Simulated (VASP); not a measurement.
Write the native input for VASP 6.6.1 that does the following.

| Quantity | Value |
| --- | --- |
| Task | single point |
| Functional | PBE |
| Potentials or basis | VASP PAW PBE potentials, release 64 (Hf_pv, Si, O) |
| Cutoff | 600 eV |
| k mesh | 6 × 6 × 10, shifted |
| Occupations | gaussian, width 0.02 eV |
| Spin | no spin polarisation |
| Dipole correction | no |
| Further INCAR settings | ALGO = Normal; EDIFF = 1e-06; NBANDS = 28 |

The structure of HfSiO4 lies in POSCAR:

```
HfSiO4
1.0
    3.1936371409     -3.2899417355      0.0000000000
    3.1936371409      3.2899417355      0.0000000000
    0.0000000000      0.0000000000      2.9746793578
Hf Si O
1 1 4
Direct
    0.5000000000      0.5000000000      0.5000000000
    0.0000000000      0.0000000000      0.0000000000
    0.8218779140      0.1781220860      0.5000000000
    0.7213266596      0.7213266596      0.0000000000
    0.2786733404      0.2786733404      0.0000000000
    0.1781220860      0.8218779140      0.5000000000
```

The input as run:

INCAR

```
SYSTEM = HfSiO4
PREC = Accurate
ENCUT = 600
EDIFF = 1E-6
ISMEAR = 0
SIGMA = 0.02
LREAL = .FALSE.
LASPH = .TRUE.
NELM = 120
ALGO = Normal
ISIF = 2
LWAVE = .FALSE.
LCHARG = .FALSE.
GGA = PE
NBANDS = 28
GGA_COMPAT = .FALSE.
```

KPOINTS

```
Automatic mesh
0
Gamma
  6 6 10
  0.5 0.5 0.5
```

Potentials or basis: VASP PAW PBE potentials, release 64 (Hf_pv, Si, O).

Run with:

```bash
$ cat potpaw_PBE.64/Hf_pv/POTCAR potpaw_PBE.64/Si/POTCAR potpaw_PBE.64/O/POTCAR > POTCAR
$ mpirun -np 1 vasp_std > vasp.out
```

Results of the run:

```json
{
 "Pressure": "-1.9 GPa",
 "Largest force": "0.233 eV/Å",
 "Band gap on the k mesh": "2.05 eV"
}
```

Caveat: spin-orbit coupling is left out, which moves the levels of the heavy elements; a shifted mesh leaves out Γ, where band edges can lie.

It took 70 s on 1 thread of Intel(R) Xeon(R) Platinum 8488C (Sapphire Rapids) (shared host), peak memory 0.26 GiB.
